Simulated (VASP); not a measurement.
# AlAs (F-43m) in VASP: notebook, part 2 of 2

VASP 6.6.1. The steps go on from the part before.

## Step 5: Relaxation of cell and atoms, PBEsol, target pressure 4 GPa, at which the enthalpy is minimised

This run uses another cell than the first one, of 22.84 Å³/atom, 1.027 times its volume.

The input, INCAR:

```
SYSTEM = AlAs
PREC = Accurate ; ENCUT = 500
EDIFF = 1E-7 ; ISMEAR = 0
SIGMA = 0.01 ; LREAL = .FALSE.
LASPH = .TRUE. ; NELM = 120
ALGO = Normal ; ISIF = 3
LWAVE = .FALSE. ; LCHARG = .FALSE.
GGA = PS ; IBRION = 2
NSW = 100 ; EDIFFG = -0.002
PSTRESS = 40.0 ; GGA_COMPAT = .FALSE.
NELMIN = 4
```

The input, KPOINTS:

```
Automatic mesh
0
G
  8 8 8
  0 0 0
```

The input, POSCAR:

```
AlAs
1.0
    0.0000000000      2.8373321420      2.8373321420
    2.8373321420      0.0000000000      2.8373321420
    2.8373321420      2.8373321420      0.0000000000
Al As
1 1
Direct
    0.0000000000      0.0000000000      0.0000000000
    0.7500000000      0.7500000000      0.7500000000
```

Run with:

```
cat potpaw_PBE.64/Al/POTCAR potpaw_PBE.64/As/POTCAR > POTCAR
mpirun -np 1 vasp_std > vasp.out
```

Wall time 26 s (1 thread of Intel Xeon 6975P-C, shared host); peak memory 0.17 GiB.

It converged, with:

```
Free energy                                            : -10.0384 eV
Relaxed volume                                         : 21.82 Å³/atom
Relaxed cell                                           : a = 3.952 Å, b = 3.952 Å, c = 3.952 Å, α = 60.00°, β = 60.00°, γ = 60.00°
Space group after relaxing (to 0.05 Å)                 : F-43m (No. 216)
Energy change on relaxing (the enthalpy is what falls) : +13.2 meV/atom
Ionic steps                                            : 3
Pressure after relaxing                                : 4.0 GPa
Band gap on the k mesh                                 : 1.25 eV, indirect (least direct gap 2.29 eV)
```

The path:
```tsv
step	energy change (eV)	largest force (eV/Å)	pressure (GPa)	volume (Å³)
1	0.0000	0.0000	0.27	45.68
2	0.0732	0.0000	7.02	42.26
3	0.0263	0.0000	3.99	43.63
```

Final structure:
```yaml
crystal:
  lattice:
    - [0.00000, 2.79423, 2.79423]
    - [2.79423, 0.00000, 2.79423]
    - [2.79423, 2.79423, 0.00000]
  atoms:
    - { symbol: Al, position: [0.00000, 0.00000, 0.00000] }
    - { symbol: As, position: [0.75000, 0.75000, 0.75000] }
```

Levels at points of the mesh, in eV from the valence-band top:
| k point | band 1 | band 2 | band 3 | band 4 | band 5 | band 6 | band 7 | band 8 |
| --- | --- | --- | --- | --- | --- | --- | --- | --- |
| (0.00, 0.00, 0.00) | -12.11 | 0.00 | 0.00 | 0.00 | 2.29 | 4.33 | 4.33 | 4.33 |
| (0.50, 0.00, 0.00) | -10.59 | -5.78 | -0.85 | -0.85 | 2.23 | 4.66 | 4.66 | 7.65 |
| (0.50, 0.50, 0.00) | -10.00 | -5.58 | -2.27 | -2.27 | 1.25 | 2.22 | 10.58 | 10.58 |

Caveat: the cell is relaxed towards a set pressure, so the enthalpy falls and the energy may rise; the PAW data sets were made with another functional, which shifts forces and pressure a little. A k mesh can miss the band edges.

## Step 6: Relaxation of cell and atoms, PBEsol, target pressure 7 GPa, at which the enthalpy is minimised

This run uses another cell than the first one, of 22.84 Å³/atom, 1.027 times its volume.

The input, INCAR:

```
PREC = Accurate ; ENCUT = 500
EDIFF = 1E-7 ; ISMEAR = 0
SIGMA = 0.01 ; LREAL = False
LASPH = True ; NELM = 120
ALGO = Normal ; ISIF = 3
LWAVE = False ; LCHARG = False
GGA = PS ; IBRION = 2
NSW = 100 ; EDIFFG = -0.002
PSTRESS = 70.0 ; GGA_COMPAT = False
NELMIN = 4
```

The input, KPOINTS:

```
Automatic mesh
0
Gamma
  8 8 8
```

POSCAR is that of step 5.

Potentials or basis: VASP PAW PBE potentials, release 64 (Al, As).

Run with:

```
cat potpaw_PBE.64/Al/POTCAR potpaw_PBE.64/As/POTCAR > POTCAR
mpirun -np 1 vasp_std > vasp.out
```

OUTCAR:

```text
PREC = Accurate
   ENCUT = 500
   EDIFF = 1E-7
   ISMEAR = 0
   LREAL = False
   LASPH = True
   NELM = 120
   ISIF = 3
   GGA = PS
   IBRION = 2
   NSW = 100
   EDIFFG = -0.002
   PSTRESS = 70.0
   NELMIN = 4

 ion  position               nearest neighbor table
   1  0.000  0.000  0.000-   2 2.46   2 2.46   2 2.46   2 2.46
   2  0.750  0.750  0.750-   1 2.46   1 2.46   1 2.46   1 2.46

  LATTYP: Found a face centered cubic cell.
 ALAT       =     5.6746642840

  Lattice vectors:

 A1 = (   0.0000000000,   2.8373321420,   2.8373321420)
 A2 = (   2.8373321420,   0.0000000000,   2.8373321420)
 A3 = (   2.8373321420,   2.8373321420,   0.0000000000)

Analysis of symmetry for initial positions (statically):
=====================================================================
 Subroutine PRICEL returns:
 Original cell was already a primitive cell.

 Routine SETGRP: Setting up the symmetry group for a
 face centered cubic supercell.

 Subroutine GETGRP returns: Found 24 space group operations
 (whereof 24 operations were pure point group operations)
 out of a pool of 48 trial point group operations.
[... 168 lines left out ...]

  FORCE on cell =-STRESS in cart. coord.  units (eV):
  Direction    XX          YY          ZZ          XY          YZ          ZX
  --------------------------------------------------------------------------------------
  -------------------------------------------------------------------------------------
  Total        0.0774113      0.0774113      0.0774113     -0.0000000      0.0000000     -0.0000000
  in kB        2.7149046      2.7149046      2.7149046     -0.0000000      0.0000000     -0.0000000
  external PRESSURE =     -67.2850954 kB  Pullay stress =      70.0000000 kB
[... 177 lines left out ...]
--------------------------------------- Ionic step        6  -------------------------------------------

 number of electron       8.0000000 magnetization

 Free energy of the ion-electron system (eV)
  ---------------------------------------------------
  ext. energy  EPLUGINS =         0.00000000
  ---------------------------------------------------
  free energy    TOTEN  =        -9.99182434 eV

  energy without entropy =       -9.99182434  energy(sigma->0) =       -9.99182434

 E-fermi :   4.4666     XC(G=0):  -9.4691

 val. band max:        4.4204002966   @ k =   0.0000   0.0000   0.0000
 cond. band min:       5.6088808712   @ k =   0.5000   0.5000   0.0000
 fundamental gap:      1.1884805746
 Fermi energy:         4.4666369348

 k-point     1 :       0.0000    0.0000    0.0000
  band No.  band energies     occupation
      1      -7.8796      2.00000
      2       4.4204      2.00000
      3       4.4204      2.00000
      4       4.4204      2.00000
      5       6.9628      0.00000
      6       8.8041      0.00000
      7       8.8041      0.00000
      8       8.8041      0.00000
[... 243 lines left out ...]
 k-point    24 :      -0.3750    0.2500    0.1250
  band No.  band energies     occupation
      1      -5.9864      2.00000
      2      -1.1394      2.00000
      3       1.5241      2.00000
      4       2.7412      2.00000
      5       8.1608      0.00000
      6       8.6864      0.00000
      7      11.3434      0.00000
      8      12.2806      0.00000

 [... further k-points ...]
[... 5 lines left out ...]
  --------------------------------------------------------------------------------------
  -------------------------------------------------------------------------------------
  Total        1.8473768      1.8473768      1.8473768     -0.0000000     -0.0000000      0.0000000
  in kB       70.0271382     70.0271382     70.0271382     -0.0000000     -0.0000000      0.0000000
  external PRESSURE =       0.0271382 kB  Pullay stress =      70.0000000 kB
[... 21 lines left out ...]
  energy  without entropy=       -9.9918243392  energy(sigma->0) =       -9.99182434

  enthalpy is  TOTEN    =        -8.1451635162 eV   P V=        1.8466608230

 reached required accuracy - stopping structural energy minimisation
```

OSZICAR:

```text
N       E                     dE             d eps       ncg     rms          rms(c)
DAV:   1     0.132935385589E+02    0.13294E+02   -0.29978E+03   480   0.715E+02
DAV:   2    -0.974639488009E+01   -0.23040E+02   -0.22385E+02   616   0.902E+01
DAV:   3    -0.103284152841E+02   -0.58202E+00   -0.58202E+00   608   0.185E+01
DAV:   4    -0.103308994271E+02   -0.24841E-02   -0.24841E-02   736   0.136E+00
[... 46 lines left out ...]
       N       E                     dE             d eps       ncg     rms          rms(c)
DAV:   1    -0.999183061134E+01    0.13771E-02   -0.17373E-04   520   0.759E-02    0.129E-02
DAV:   2    -0.999182539419E+01    0.52172E-05   -0.10751E-05   568   0.189E-02    0.607E-03
DAV:   3    -0.999182433125E+01    0.10629E-05   -0.52028E-06   520   0.114E-02    0.232E-03
DAV:   4    -0.999182433922E+01   -0.79704E-08   -0.15545E-07   328   0.262E-03
   6 F= -.81451635E+01 E0= -.81451635E+01  d E =-.108244E-04
```

Wall time 40 s (1 thread of Intel Xeon 6975P-C, shared host); peak memory 0.17 GiB.

Results:

- Free energy: -9.9918 eV
- Relaxed volume: 21.13 Å³/atom
- Relaxed cell: a = 3.910 Å, b = 3.910 Å, c = 3.910 Å, α = 60.00°, β = 60.00°, γ = 60.00°
- Space group after relaxing (to 0.05 Å): F-43m (No. 216)
- Energy change on relaxing (the enthalpy is what falls): +36.4 meV/atom
- Ionic steps: 6
- Pressure after relaxing: 7.0 GPa
- Band gap on the k mesh: 1.19 eV, indirect (least direct gap 2.54 eV)

Step by step:
```tsv
step	energy change (eV)	largest force (eV/Å)	pressure (GPa)	volume (Å³)
1	0.0000	0.0000	0.27	45.68
2	0.2454	0.0000	14.34	39.63
3	0.0716	0.0000	6.94	42.30
4	0.0745	0.0000	7.09	42.23
5	0.0715	0.0000	6.93	42.30
6	0.0729	0.0000	7.00	42.27
```

Final structure:
```
Al As
1.0
     0.00000    2.76475    2.76475
     2.76475    0.00000    2.76475
     2.76475    2.76475    0.00000
Al As
1 1
Direct
  0.00000 0.00000 0.00000
  0.75000 0.75000 0.75000
```

Caveat: the cell is relaxed towards a set pressure, so the enthalpy falls and the energy may rise; the PAW data sets were made with another functional, which shifts forces and pressure a little. As with any semilocal functional, this PBEsol gap is likely too small.

## Step 7: Summary

| task | cell | gap on the mesh (eV) | pressure (GPa) |
| --- | --- | --- | --- |
| single point | a = 3.978 Å, angles 60.0°, 2 atoms | 1.29 | 2.3 |
| relaxation of cell and atoms | relaxed to 1 GPa from a = 4.013 Å, angles 60.0°, 2 atoms | 1.31 | 1.0 |
| relaxation of cell and atoms | relaxed to 2 GPa from a = 4.013 Å, angles 60.0°, 2 atoms | 1.29 | 2.0 |
| relaxation of cell and atoms | relaxed to 4 GPa from a = 4.013 Å, angles 60.0°, 2 atoms | 1.25 | 4.0 |
| relaxation of cell and atoms | relaxed to 7 GPa from a = 4.013 Å, angles 60.0°, 2 atoms | 1.19 | 7.0 |

Alike in all rows: level PBEsol; potentials or basis VASP PAW PBE potentials, release 64 (Al, As); no spin polarisation; k mesh 8 × 8 × 8; cutoff (eV) 500; smearing gaussian 0.01 eV.

Caveats: the PAW data sets were made with another functional, which shifts forces and pressure a little; the cell is relaxed towards a set pressure, so the enthalpy falls and the energy may rise (some runs).

Total energies depend on the potentials used, so only differences within one code and one set of settings carry meaning.
